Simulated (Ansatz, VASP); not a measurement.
# Two plane-wave programs on N

The input INCAR:

```
SYSTEM = N
ALGO = Normal
EDIFF = 1E-6
EDIFFG = -0.01
ENCUT = 600
GGA = PE
IBRION = 2
ISIF = 3
ISMEAR = -1
LASPH = .TRUE.
LCHARG = .FALSE.
LREAL = .FALSE.
LWAVE = .FALSE.
NELM = 100
NSW = 80
PREC = Accurate
SIGMA = 0.05
```

Contents of KPOINTS:

```
k-points
0
G
  3 3 3
  0 0 0
```

POSCAR

```
N
1.0
    5.6440000000      0.0000000000      0.0000000000
    0.0000000000      5.6440000000      0.0000000000
    0.0000000000      0.0000000000      5.6440000000
N
8
Direct
    0.0540000000      0.0540000000      0.0540000000
    0.4460000000      0.9460000000      0.5540000000
    0.5540000000      0.4460000000      0.9460000000
    0.9460000000      0.5540000000      0.4460000000
    0.9460000000      0.9460000000      0.9460000000
    0.5540000000      0.0540000000      0.4460000000
    0.4460000000      0.5540000000      0.0540000000
    0.0540000000      0.4460000000      0.5540000000
```

Input for Ansatz:

```yaml
crystal:
  lattice:
    - [5.644, 0.0, 0.0]
    - [0.0, 5.644, 0.0]
    - [0.0, 0.0, 5.644]
  atoms:
    - { symbol: "N", position: [0.054, 0.054, 0.054] }
    - { symbol: "N", position: [0.446, 0.946, 0.554] }
    - { symbol: "N", position: [0.554, 0.446, 0.946] }
    - { symbol: "N", position: [0.946, 0.554, 0.446] }
    - { symbol: "N", position: [0.946, 0.946, 0.946] }
    - { symbol: "N", position: [0.554, 0.054, 0.446] }
    - { symbol: "N", position: [0.446, 0.554, 0.054] }
    - { symbol: "N", position: [0.054, 0.446, 0.554] }
hamiltonian:
  xc: pbe
  pseudopotentials:
    kind: paw
    azcp:
      "N": "pseudopotentials/N.paw.azcp"
basis:
  ecutwfc: 420
  fft_grid_basis: typed
kpoints:
  mp_grid: { grid: [3, 3, 3], shift: [0, 0, 0] }
magnetization:
  spin_polarized: false
scf:
  occupations: { method: fermi_dirac, width: 0.05 }
relax:
  max_steps: 60
  f_tol: 0.01
  cell: {}
```

Alike in both runs: task relaxation of cell and atoms; functional PBE; k mesh 3 × 3 × 3; occupations fermi-dirac, width 0.05 eV; no spin polarisation.

|  | VASP | Ansatz |
| --- | --- | --- |
| version | VASP 6.6.1 | Ansatz 0.2.0 |
| potentials or method | VASP PAW PBE potentials, release 64 (N), cutoff 600 eV | plane waves (420 eV) with PAW, scalar-relativistic |
| valence electrons in the cell | 40 | 40 |

|  | VASP | Ansatz | Ansatz less VASP |
| --- | --- | --- | --- |
| relaxed volume (Å³/atom) | 26.13 | 28.33 | +2.199 |
| relaxed length of the cell vector where the two differ most in proportion (Å) | 5.935 | 6.097 | +0.1620 |

One of these differences is far larger than is usual between the two programs; its cause wasn't traced.

Noted on VASP's run: the standard files for N, O and F lose accuracy on very short bonds; the volume moved by over 15 % at a fixed basis, so the end points are rough.
